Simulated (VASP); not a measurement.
Input of a VASP 6.6.1 run:

Contents of INCAR:

```
ALGO     = Normal         # electronic algorithm
EDIFF    = 1E-6           # SCF threshold, eV
ENCUT    = 520            # plane-wave cutoff, eV
GGA      = PS             # functional
ISIF     = 2              # what is computed and relaxed
ISMEAR   = 0              # smearing method
LASPH    = True           # aspherical terms in the spheres
LCHARG   = False          # write CHGCAR
LREAL    = False          # projectors in reciprocal space
LWAVE    = False          # write WAVECAR
NBANDS   = 49             # bands
NELM     = 60             # most SCF steps
PREC     = Accurate       # precision mode
SIGMA    = 0.02           # smearing width, eV
```

The input KPOINTS:

```
k-points
0
Gamma
  12 12 2
```

Contents of POSCAR:

```
WS2
1.0
    3.1000694126      0.0000000000      0.0000000000
   -1.5500347063      2.6847388648      0.0000000000
    0.0000000000      0.0000000000     18.8676246101
W S
3 6
Direct
    0.6666666667      0.3333333333      0.3326658658
    0.3333333333      0.6666666667      0.6659991991
    0.0000000000      0.0000000000      0.9993325324
    0.3333333333      0.6666666667      0.2487303742
    0.6666666667      0.3333333333      0.0832370934
    0.0000000000      0.0000000000      0.5820637075
    0.3333333333      0.6666666667      0.4165704267
    0.6666666667      0.3333333333      0.9153970408
    0.0000000000      0.0000000000      0.7499037601
```

Potentials or basis: VASP PAW PBE potentials, release 64 (W_sv, S).

The run is started by

```sh
$ cat potpaw_PBE.64/W_sv/POTCAR potpaw_PBE.64/S/POTCAR > POTCAR
$ mpirun -np 1 vasp_std > vasp.out
```

(1) What does it give for the pressure?

(2) Predict the largest force.

(3) Estimate the band gap on the k mesh.

## Answers

(1) 3.6 GPa.

(2) 0.026 eV/Å.

(3) 1.12 eV.

Caveat: the cell stands under pressure; the PAW data sets were made with another functional, which shifts forces and pressure a little; spin-orbit coupling is left out, which moves the levels of the heavy elements; this functional lacks dispersion, which binds the layers, so the pressure and a relaxed spacing across them are unreliable.
